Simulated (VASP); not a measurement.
Crystal: Pd.

```
CELL_PARAMETERS angstrom
-1.36967 1.36967 2.08376
1.36967 -1.36967 2.08376
1.36967 1.36967 -2.08376
ATOMIC_POSITIONS crystal
Pd 0.00000 0.00000 0.00000
```

* Program: VASP 6.6.1
* Task: relaxation of cell and atoms
* Functional: PBEsol
* Potentials or basis: VASP PAW PBE potentials, release 64 (Pd)
* Cutoff: 500 eV
* k mesh: 8 × 8 × 8
* Occupations: gaussian, width 0.1 eV
* Spin: no spin polarisation

At the start: pressure -11.3 GPa; volume 15.64 Å³/atom.

Problem. Where does the relaxation end?

Solution. Over 9 steps the energy falls by 49.2 meV/atom and the volume is 14.57 Å³/atom (-6.8 %); space group Fm-3m (No. 225, to 0.05 Å).

The path:
| step | energy change (eV) | largest force (eV/Å) | pressure (GPa) | volume (Å³) |
| --- | --- | --- | --- | --- |
| 1 | 0.0000 | 0.0000 | -11.28 | 15.64 |
| 2 | 0.0489 | 0.0000 | 24.69 | 13.27 |
| 3 | -0.0410 | 0.0000 | -0.02 | 14.61 |
| 4 | -0.0410 | 0.0000 | 0.25 | 14.59 |
| 5 | -0.0446 | 0.0000 | 0.23 | 14.58 |
| 6 | -0.0486 | 0.0000 | 0.26 | 14.58 |
| 7 | -0.0465 | 0.0000 | 0.96 | 14.53 |
| 8 | -0.0492 | 0.0000 | 0.43 | 14.56 |
| 9 | -0.0492 | 0.0000 | 0.39 | 14.57 |

Final structure:
```
Pd
1.0
    -1.37114    1.37114    1.93689
     1.37114   -1.37114    1.93689
     1.37114    1.37114   -1.93689
Pd
1
Cartesian
  0.0000 0.0000 0.0000
```

Caveat: the k points lie up to 0.41 Å⁻¹ apart in the final cell; the PAW data sets were made with another functional, which shifts forces and pressure a little.
